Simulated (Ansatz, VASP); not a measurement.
One calculation of BN, two programs

```
CELL_PARAMETERS angstrom
0.00000 1.82244 1.82244
1.82244 0.00000 1.82244
1.82244 1.82244 0.00000
ATOMIC_POSITIONS crystal
B 0.00000 0.00000 0.00000
N 0.25000 0.25000 0.25000
```

Alike in both runs: task single point; functional PBE; k mesh 9 × 9 × 9; no spin polarisation.

|  | VASP | Ansatz |
| --- | --- | --- |
| version | VASP 6.6.1 | Ansatz 0.2.0 |
| potentials or method | VASP PAW PBE potentials, release 64 (B, N), cutoff 520 eV | plane waves, PAW |
| occupations | gaussian, width 0.01 eV | fixed |
| valence electrons in the cell | 8 | 8 |

|  | VASP | Ansatz | Ansatz less VASP |
| --- | --- | --- | --- |
| pressure (GPa) | -5.8 | -6.0 | -0.17 |
